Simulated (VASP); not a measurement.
A run of VASP 6.6.1 is set up as follows.

File POSCAR:

```
Mg
1.0
    3.2638900000      0.0001000000     -0.0053100000
   -1.6318600000      2.7700700000      0.0113300000
   -0.0086200000      0.0162700000      5.2780100000
Mg
2
Direct
    0.3287800000      0.6679200000      0.2557600000
    0.6667891040      0.3312821946      0.7529914829
```

INCAR.step1

```
  ALGO = Normal
  EDIFF = 1E-4
  ENCUT = 520
  GGA = PE
  ISMEAR = -1
  LASPH = T
  LCHARG = F
  LREAL = F
  LWAVE = T
  NBANDS = 9
  NELM = 80
  PREC = Accurate
  SIGMA = 0.1
```

Contents of INCAR.step2:

```
  ALGO = Normal
  EDIFF = 1E-6
  ENCUT = 520
  ISIF = 2
  ISMEAR = -1
  ISTART = 1
  LASPH = T
  LCHARG = F
  LMIXTAU = T
  LREAL = F
  LWAVE = F
  METAGGA = R2SCAN
  NBANDS = 9
  NELM = 80
  PREC = Accurate
  SIGMA = 0.1
```

The input KPOINTS:

```
k-points
0
Gamma
  7 7 4
```

Potentials or basis: VASP PAW PBE potentials, release 64 (Mg).

Command:

```bash
$ cat potpaw_PBE.64/Mg/POTCAR > POTCAR
$ cp INCAR.step1 INCAR
$ mpirun -np 1 vasp_std > vasp.out
$ cp INCAR.step2 INCAR
$ mpirun -np 1 vasp_std > vasp.out
```

Estimate the pressure.

-2.0 GPa.

Estimate the band gap on the k mesh.

zero (bands 2 and 3 overlap by 2.11 eV).

Estimate the largest force.

0.047 eV/Å.

Forces in eV/Å, atoms in the order of the input:
```
Mg   0.013 -0.017 -0.041
Mg  -0.013  0.017  0.041
```

Caveat: the PAW data sets were made with another functional, which shifts forces and pressure a little.
